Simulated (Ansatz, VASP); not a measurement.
# BaTiO3 in VASP and in Ansatz

File POSCAR:

```
BaTiO3
1.0
    2.8400536680     -1.6397057497     -2.3314328258
    0.0000000000      3.2794114995     -2.3314328258
    8.5201610040      4.9191172492      6.9942984775
Ba Ti O
3 3 9
Direct
    0.9972148978      0.9972148978      0.0009283674
    0.9972148978      0.9972148978      0.3342617007
    0.9972148978      0.9972148978      0.6675950341
    0.4837521506      0.4837521506      0.1720826165
    0.4837521506      0.4837521506      0.5054159498
    0.4837521506      0.4837521506      0.8387492831
    0.5102463472      0.0198402573      0.1632512176
    0.5102463472      0.0198402573      0.4965845509
    0.5102463472      0.0198402573      0.8299178843
    0.0198402573      0.5102463472      0.1632512176
    0.0198402573      0.5102463472      0.4965845509
    0.0198402573      0.5102463472      0.8299178843
    0.5102463472      0.5102463472      0.3267199142
    0.5102463472      0.5102463472      0.6600532476
    0.5102463472      0.5102463472      0.9933865809
```

INCAR.step1

```
SYSTEM = BaTiO3
PREC = Accurate ; ENCUT = 520
ISMEAR = 0 ; SIGMA = 0.05
LREAL = Auto ; LASPH = .True.
NELM = 80 ; NBANDS = 73
GGA = PE ; ALGO = Normal
EDIFF = 1E-4 ; LWAVE = .True.
LCHARG = .False.
```

File INCAR.step2:

```
SYSTEM = BaTiO3
PREC = Accurate ; ENCUT = 520
EDIFF = 1E-7 ; ISMEAR = 0
SIGMA = 0.05 ; LREAL = Auto
LASPH = .True. ; NELM = 80
ALGO = Normal ; ISIF = 2
LWAVE = .False. ; LCHARG = .False.
METAGGA = R2SCAN ; LMIXTAU = .True.
NBANDS = 73 ; ISTART = 1
```

KPOINTS

```
regular mesh
0
Gamma
  6 6 2
  0 0 0
```

Input for Ansatz:

```yaml
crystal:
  lattice:
    - [2.840053668, -1.6397057497, -2.3314328258]
    - [0.0, 3.2794114995, -2.3314328258]
    - [8.520161004, 4.9191172492, 6.9942984775]
  atoms:
    - { symbol: Ba, position: [0.9972148978, 0.9972148978, 0.0009283674] }
    - { symbol: Ba, position: [0.9972148978, 0.9972148978, 0.3342617007] }
    - { symbol: Ba, position: [0.9972148978, 0.9972148978, 0.6675950341] }
    - { symbol: Ti, position: [0.4837521506, 0.4837521506, 0.1720826165] }
    - { symbol: Ti, position: [0.4837521506, 0.4837521506, 0.5054159498] }
    - { symbol: Ti, position: [0.4837521506, 0.4837521506, 0.8387492831] }
    - { symbol: O, position: [0.5102463472, 0.0198402573, 0.1632512176] }
    - { symbol: O, position: [0.5102463472, 0.0198402573, 0.4965845509] }
    - { symbol: O, position: [0.5102463472, 0.0198402573, 0.8299178843] }
    - { symbol: O, position: [0.0198402573, 0.5102463472, 0.1632512176] }
    - { symbol: O, position: [0.0198402573, 0.5102463472, 0.4965845509] }
    - { symbol: O, position: [0.0198402573, 0.5102463472, 0.8299178843] }
    - { symbol: O, position: [0.5102463472, 0.5102463472, 0.3267199142] }
    - { symbol: O, position: [0.5102463472, 0.5102463472, 0.6600532476] }
    - { symbol: O, position: [0.5102463472, 0.5102463472, 0.9933865809] }
basis:
  ecutwfc: 500
kpoints:
  mp_grid: { grid: [6, 6, 2] }
hamiltonian:
  xc: r2scan
scf:
  occupations: { method: gaussian, width: 0.05 }
output:
  forces: true
  stress: true
  eigenvalues: true
  write_density: true
  write_potential: true
  elf: true
  volumetric_format: npy
```

Alike in both runs: task single point; functional r2SCAN; k mesh 6 × 6 × 2; occupations gaussian, width 0.05 eV; no spin polarisation.

```csv
,VASP,Ansatz
version,VASP 6.6.1,Ansatz 0.2.0
potentials or method,"VASP PAW PBE potentials, release 64 (Ba_sv, Ti_sv, O), cutoff 520 eV","scalar-relativistic, plane waves, PAW"
valence electrons in the cell,120,120
```

Ansatz gave:

* gap on the k mesh at the Fermi level (eV): 2.87
* least direct gap on the mesh (eV): 3.24
* pressure (GPa): 0.0
* traceless stress, the component that is largest in VASP (GPa): 0.00
* rms of the force components (eV/Å): 0.000

Q: Estimate VASP's values.

A: gap on the k mesh at the Fermi level (eV): 2.85; least direct gap on the mesh (eV): 3.27; pressure (GPa): 2.0; traceless stress, the component that is largest in VASP (GPa): -0.12; rms of the force components (eV/Å): 0.062.

VASP's potentials were made for PBE, not for r2SCAN. Atom by atom the forces differ by 0.062 eV/Å (rms over components).

Spin-orbit coupling is off throughout.
